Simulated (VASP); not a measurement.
# MgO (P6_3mc) in VASP: further runs

MgO is run at these levels: r2SCAN, r2SCANh; tasks: relaxation of cell and atoms, single point.

Program: VASP 6.6.1. These are calculated values, not measurements. Logs are shortened: lines on timing, memory, paths and dates and some standing lists are left out, and cuts for length are marked.

## (1) The cell of the first run

Symmetry: P6_3mc, No. 186, hexagonal system. The conventional cell has a = 3.314 Å, b = 3.314 Å, c = 5.124 Å, α = 90.00°, β = 90.00°, γ = 120.00°. Mg (site symmetry 3m) has 4 O at 1.99 to 2.01 Å within 2.6 Å. Within 2.6 Å of O (site symmetry 3m) lie 4 Mg at 1.99 to 2.01 Å.

## (2) Relaxation of cell and atoms, r2SCAN

Contents of POSCAR:

```
MgO
1.0
    3.3138559196      0.0000000000      0.0000000000
   -1.6569279599      2.8698834109      0.0000000000
    0.0000000000      0.0000000000      5.1241531402
Mg O
2 2
Direct
    0.3333333333      0.6666666667     -0.0083264846
    0.6666666667      0.3333333333      0.4916735154
    0.3333333333      0.6666666667      0.3833264846
    0.6666666667      0.3333333333      0.8833264846
```

Contents of INCAR.step1:

```
SYSTEM = MgO
  ALGO = Normal
  EDIFF = 1E-4
  ENCUT = 600
  GGA = PE
  ISMEAR = -1
  LASPH = .TRUE.
  LCHARG = .FALSE.
  LREAL = .FALSE.
  LWAVE = .TRUE.
  NELM = 100
  PREC = Accurate
  SIGMA = 0.02
```

Contents of INCAR.step2:

```
SYSTEM = MgO
  ALGO = Normal
  EDIFF = 1E-6
  EDIFFG = -0.005
  ENCUT = 600
  IBRION = 2
  ISIF = 3
  ISMEAR = -1
  ISTART = 1
  LASPH = .TRUE.
  LCHARG = .FALSE.
  LMIXTAU = .TRUE.
  LREAL = .FALSE.
  LWAVE = .FALSE.
  METAGGA = R2SCAN
  NELM = 100
  NSW = 80
  PREC = Accurate
  SIGMA = 0.02
```

Contents of KPOINTS:

```
k-points
0
G
  12 12 4
  0 0 0
```

Potentials or basis: VASP PAW PBE potentials, release 64 (Mg, O).

Started as:

```console
cat potpaw_PBE.64/Mg/POTCAR potpaw_PBE.64/O/POTCAR > POTCAR
cp INCAR.step1 INCAR
mpirun -np 1 vasp_std > vasp.out
cp INCAR.step2 INCAR
mpirun -np 1 vasp_std > vasp.out
```

OUTCAR:

```text
SYSTEM = MgO
   EDIFF = 1E-6
   EDIFFG = -0.005
   ENCUT = 600
   IBRION = 2
   ISIF = 3
   ISMEAR = -1
   ISTART = 1
   LASPH = .TRUE.
   LREAL = .FALSE.
   METAGGA = R2SCAN
   NELM = 100
   NSW = 80
   PREC = Accurate

 ion  position               nearest neighbor table
   1  0.333  0.667  0.992-   4 1.99   4 1.99   4 1.99   3 2.01   2 3.20   2 3.20   2 3.20   2 3.20
                             2 3.20   2 3.20
   2  0.667  0.333  0.492-   3 1.99   3 1.99   3 1.99   4 2.01   1 3.20   1 3.20   1 3.20   1 3.20
                             1 3.20   1 3.20
   3  0.333  0.667  0.383-   2 1.99   2 1.99   2 1.99   1 2.01
   4  0.667  0.333  0.883-   1 1.99   1 1.99   1 1.99   2 2.01

  LATTYP: Found a hexagonal cell.
 ALAT       =     3.3138559196
 C/A-ratio  =     1.5462812097

  Lattice vectors:

 A1 = (   3.3138559196,   0.0000000000,   0.0000000000)
 A2 = (  -1.6569279599,   2.8698834109,   0.0000000000)
 A3 = (   0.0000000000,   0.0000000000,   5.1241531402)

Analysis of symmetry for initial positions (statically):
=====================================================================
 Subroutine PRICEL returns:
 Original cell was already a primitive cell.

 Routine SETGRP: Setting up the symmetry group for a
 hexagonal supercell.

 Subroutine GETGRP returns: Found 12 space group operations
 (whereof  6 operations were pure point group operations)
 out of a pool of 24 trial point group operations.

The static configuration has the point symmetry C_3v.
 The point group associated with its full space group is C_6v.

Analysis of symmetry for dynamics (positions and initial velocities):
=====================================================================
 Subroutine PRICEL returns:
 Original cell was already a primitive cell.

 Routine SETGRP: Setting up the symmetry group for a
 hexagonal supercell.

 Subroutine GETGRP returns: Found 12 space group operations
 (whereof  6 operations were pure point group operations)
 out of a pool of 24 trial point group operations.

The dynamic configuration has the point symmetry C_3v.
 The point group associated with its full space group is C_6v.

 Subroutine INISYM returns: Found 12 space group operations
 (whereof  6 operations are pure point group operations),
 and found     1 'primitive' translations

[... 129 lines left out ...]
 conjugate gradient relaxation of ions
 non-spin polarized calculation
  energy-cutoff  :      600.00
  volume of cell :       48.73
 maximum number of plane-waves:      1655
 NGX is ok and might be reduce to    28
   NGX = 13   NGY = 13   NGZ = 21

--------------------------------------- Ionic step        1  -------------------------------------------

 number of electron      15.9999997 magnetization

 Free energy of the ion-electron system (eV)
  ---------------------------------------------------
  ext. energy  EPLUGINS =         0.00000000
  ---------------------------------------------------
  free energy    TOTEN  =       -31.83925117 eV

  energy without entropy =      -31.83925117  energy(sigma->0) =      -31.83925117

------------------------ aborting loop because EDIFF is reached ----------------------------------------

  FORCE on cell =-STRESS in cart. coord.  units (eV):
  Direction    XX          YY          ZZ          XY          YZ          ZX
  --------------------------------------------------------------------------------------
  -------------------------------------------------------------------------------------
  Total       -1.3878062     -1.3878062     -1.3609422      0.0000000     -0.0000000     -0.0000000
  in kB      -45.6267393    -45.6267393    -44.7435341      0.0000000     -0.0000000     -0.0000000
  external PRESSURE =     -45.3323376 kB  Pullay stress =       0.0000000 kB
[... 95 lines left out ...]
  FREE ENERGIE OF THE ION-ELECTRON SYSTEM (eV)
  ---------------------------------------------------
  free  energy   TOTEN  =       -31.8656904712 eV

  energy  without entropy=      -31.8656904711  energy(sigma->0) =      -31.86569047

[... ionic steps 4 to 12 ...]

--------------------------------------- Ionic step       13  -------------------------------------------

 number of electron      15.9999995 magnetization

------------------------ aborting loop because EDIFF is reached ----------------------------------------
[... 71 lines left out ...]
--------------------------------------- Ionic step       15  -------------------------------------------

 number of electron      15.9999995 magnetization

 Free energy of the ion-electron system (eV)
  ---------------------------------------------------
  ext. energy  EPLUGINS =         0.00000000
  ---------------------------------------------------
  free energy    TOTEN  =       -31.86639314 eV

  energy without entropy =      -31.86639314  energy(sigma->0) =      -31.86639314

 E-fermi :   1.1017     XC(G=0): -10.2328

 val. band max:        0.7111622337   @ k =   0.0000   0.0000   0.0000
 cond. band min:       4.9511636972   @ k =   0.0000   0.0000   0.0000
 fundamental gap:      4.2400014635
 Fermi energy:         1.1017014307

 k-point     1 :       0.0000    0.0000    0.0000
  band No.  band energies     occupation
      1     -16.4677      2.00000
      2     -15.6942      2.00000
      3      -2.5548      2.00000
      4       0.0085      2.00000
      5       0.0085      2.00000
      6       0.3250      2.00000
      7       0.3250      2.00000
      8       0.7112      2.00000
      9       4.9512      0.00000
     10      10.1917      0.00000
     11      11.9375      0.00000
     12      15.9805      0.00000
[... 331 lines left out ...]
 k-point    24 :       0.3333    0.0000    0.2500
  band No.  band energies     occupation
      1     -15.9657      2.00000
      2     -15.6499      2.00000
      3      -2.1198      2.00000
      4      -1.6735      2.00000
      5      -0.7587      2.00000
      6      -0.3247      2.00000
      7       0.1624      2.00000
      8       0.2996      2.00000
      9       8.1650      0.00000
     10       9.6591      0.00000
     11      12.0252      0.00000
     12      13.1398      0.00000

 [... further k-points ...]

------------------------ aborting loop because EDIFF is reached ----------------------------------------

  FORCE on cell =-STRESS in cart. coord.  units (eV):
  Direction    XX          YY          ZZ          XY          YZ          ZX
  --------------------------------------------------------------------------------------
  -------------------------------------------------------------------------------------
  Total        0.0034390      0.0034390      0.0095020     -0.0000000      0.0000000      0.0000000
  in kB        0.1176180      0.1176180      0.3249810     -0.0000000      0.0000000      0.0000000
  external PRESSURE =       0.1867390 kB  Pullay stress =       0.0000000 kB
[... 19 lines left out ...]
  FREE ENERGIE OF THE ION-ELECTRON SYSTEM (eV)
  ---------------------------------------------------
  free  energy   TOTEN  =       -31.8663931375 eV

  energy  without entropy=      -31.8663931374  energy(sigma->0) =      -31.86639314

 reached required accuracy - stopping structural energy minimisation
```

OSZICAR.step1:

```text
N       E                     dE             d eps       ncg     rms          rms(c)
DAV:   1     0.826684558525E+02    0.82668E+02   -0.83324E+03  1368   0.131E+03
DAV:   2    -0.220252167231E+02   -0.10469E+03   -0.96452E+02  1932   0.250E+02
DAV:   3    -0.277626074851E+02   -0.57374E+01   -0.57125E+01  1704   0.648E+01
DAV:   4    -0.277984114054E+02   -0.35804E-01   -0.35797E-01  1488   0.601E+00
DAV:   5    -0.277986568668E+02   -0.24546E-03   -0.24546E-03  1656   0.490E-01    0.117E+01
DAV:   6    -0.236005408843E+02    0.41981E+01   -0.17702E+01  1468   0.350E+01    0.402E+00
DAV:   7    -0.235457120793E+02    0.54829E-01   -0.23693E-01  1368   0.509E+00    0.220E+00
DAV:   8    -0.235414729180E+02    0.42392E-02   -0.93235E-02  1440   0.441E+00    0.425E-01
DAV:   9    -0.235402856260E+02    0.11873E-02   -0.17211E-02  1624   0.119E+00    0.162E-01
DAV:  10    -0.235407231829E+02   -0.43756E-03   -0.13158E-03  1368   0.393E-01    0.287E-02
DAV:  11    -0.235407407949E+02   -0.17612E-04   -0.56238E-05   936   0.732E-02
   1 F= -.23540741E+02 E0= -.23540741E+02  d E =-.615674E-11
```

It took 15 min on 1 thread of AMD EPYC 9R45 (Zen 5), shared host; peak memory 0.19 GiB.

Results:

| Property | Result |
| --- | --- |
| Free energy | -31.8664 eV |
| Relaxed volume | 11.71 Å³/atom |
| Relaxed cell | a = 3.283 Å, b = 3.283 Å, c = 5.019 Å, α = 90.00°, β = 90.00°, γ = 120.00° |
| Space group after relaxing (to 0.1 Å) | P6_3mc (No. 186) |
| Energy gained by relaxing | 6.8 meV/atom |
| Ionic steps | 15 |
| Pressure after relaxing | 0.0 GPa |
| Band gap on the k mesh | 4.24 eV |

The path:
```
step  energy change (eV)  largest force (eV/Å)  pressure (GPa)  volume (Å³)
   1              0.0000                0.0147           -4.53        48.73
   2             -0.0234                0.0260            1.69        46.34
   3             -0.0264                0.0143            0.02        46.93
   4             -0.0264                0.0137           -0.09        46.96
   5             -0.0266                0.0183           -0.08        46.96
   6             -0.0268                0.0336           -0.08        46.93
   7             -0.0269                0.0238           -0.05        46.91
   8             -0.0270                0.0043            0.08        46.86
   9             -0.0271                0.0061            0.04        46.86
  10             -0.0271                0.0063           -0.02        46.86
  11             -0.0270                0.0129           -0.16        46.88
  12             -0.0271                0.0108           -0.06        46.87
  13             -0.0271                0.0104           -0.05        46.87
  14             -0.0271                0.0079           -0.04        46.87
  15             -0.0271                0.0014            0.02        46.85
```

Final structure:
```cif
data_structure
_symmetry_space_group_name_H-M 'P 1'
_symmetry_Int_Tables_number 1
_cell_length_a 3.2829
_cell_length_b 3.2829
_cell_length_c 5.0189
_cell_angle_alpha 90.000
_cell_angle_beta 90.000
_cell_angle_gamma 120.000
_cell_volume 46.85
loop_
_atom_site_label
_atom_site_type_symbol
_atom_site_fract_x
_atom_site_fract_y
_atom_site_fract_z
_atom_site_occupancy
Mg1 Mg 0.33333 0.66667 0.98994 1
Mg2 Mg 0.66667 0.33333 0.48994 1
O1 O 0.33333 0.66667 0.38506 1
O2 O 0.66667 0.33333 0.88506 1
```

Caveat: the structure was generated, so it needn't be the stable form of MgO; the PAW data sets were made with another functional, which shifts forces and pressure a little.

## (3) Single point, r2SCANh

This run uses another cell than the first one, of 11.79 Å³/atom.

Contents of POSCAR:

```
MgO
1.0
    3.2882171868      0.0000000001      0.0000000000
   -1.6441085934      2.8476796169      0.0000000000
    0.0000000000      0.0000000000      5.0343664111
Mg O
2 2
Direct
    0.3333333333      0.6666666667     -0.0098385153
    0.6666666667      0.3333333333      0.4901614847
    0.3333333333      0.6666666667      0.3848385153
    0.6666666667      0.3333333333      0.8848385153
```

Contents of INCAR.step1:

```
PREC = Accurate
ENCUT = 520
EDIFF = 1E-5
ISMEAR = 0
SIGMA = 0.01
LREAL = F
LASPH = T
NELM = 60
ALGO = Normal
ISIF = 2
LWAVE = T
GGA = PE
NBANDS = 16
```

Contents of INCAR.step2:

```
PREC = Accurate
ENCUT = 520
EDIFF = 1E-7
ISMEAR = 0
SIGMA = 0.01
LREAL = F
LASPH = T
NELM = 60
ALGO = Normal
ISIF = 2
LWAVE = F
LCHARG = T
METAGGA = R2SCAN
LHFCALC = T
AEXX = 0.1
LMIXTAU = T
PRECFOCK = Normal
LELF = T
LVHAR = T
ISTART = 1
NBANDS = 16
```

Contents of KPOINTS:

```
regular mesh
0
Gamma
  6 6 4
```

Potentials or basis: VASP PAW PBE potentials, release 64 (Mg, O).

Started as:

```console
cat potpaw_PBE.64/Mg/POTCAR potpaw_PBE.64/O/POTCAR > POTCAR
cp INCAR.step1 INCAR
mpirun -np 1 vasp_std > vasp.out
cp INCAR.step2 INCAR
mpirun -np 1 vasp_std > vasp.out
```

Wall time 34 min (1 thread of AMD EPYC 7R13 (Zen 3), shared host); peak memory 0.16 GiB.

It converged, with:

```yaml
Free_energy: -33.2937 eV
Pressure: -1.4 GPa
Largest_force: 0.006 eV/Å
Band_gap_on_the_k_mesh: 5.03 eV
```

Forces in eV/Å, atoms in the order of the input:
```
Mg   0.000  0.000  0.006
Mg   0.000  0.000  0.006
O    0.000  0.000 -0.006
O    0.000  0.000 -0.006
```

Stress tensor (GPa, compression positive):
```
-1.42  0.00  0.00
 0.00 -1.42  0.00
 0.00  0.00 -1.29
```

Levels at points of the mesh, in eV from the valence-band top:
```csv
k point,band 5,band 6,band 7,band 8,band 9,band 10,band 11,band 12
"(0.00, 0.00, 0.00)",-0.72,-0.39,-0.39,0.00,5.03,10.33,12.13,16.17
"(0.50, 0.00, 0.00)",-1.77,-1.27,-0.81,-0.49,9.47,9.71,11.03,12.69
"(0.00, 0.00, 0.50)",-0.56,-0.56,-0.56,-0.56,7.59,7.59,15.12,15.12
"(0.50, 0.00, 0.50)",-0.90,-0.90,-0.73,-0.73,9.02,9.02,12.77,12.77
```

Caveat: the structure was generated, so it needn't be the stable form of MgO; the PAW data sets were made with another functional, which shifts forces and pressure a little.
